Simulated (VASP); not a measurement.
Here is a VASP 6.6.1 calculation.

The input INCAR:

```
SYSTEM = B
  PREC = Accurate
  ENCUT = 600
  EDIFF = 1E-7
  ISMEAR = -1
  SIGMA = 0.05
  LREAL = .FALSE.
  LASPH = .TRUE.
  NELM = 100
  ALGO = Normal
  ISIF = 4
  LWAVE = .FALSE.
  LCHARG = .FALSE.
  GGA = PE
  IBRION = 2
  NSW = 50
  EDIFFG = -0.005
```

KPOINTS

```
Automatic mesh
0
G
  21 21 21
  0 0 0
```

File POSCAR:

```
B
1.0
   -1.7754749874      1.7754749874      0.6336074967
    1.7754749874     -1.7754749874      0.6336074967
    1.7754749874      1.7754749874     -0.6336074967
B
2
Direct
   -0.3750000000     -0.1250000000     -0.2500000000
    0.3750000000      0.1250000000      0.2500000000
```

Potentials or basis: VASP PAW PBE potentials, release 64 (B).

Launch:

```sh
$ cat potpaw_PBE.64/B/POTCAR > POTCAR
$ mpirun -np 1 vasp_std > vasp.out
```

(1) Predict the band gap on the k mesh.

## Answers

(1) zero (bands 3 and 4 overlap by 13.22 eV).
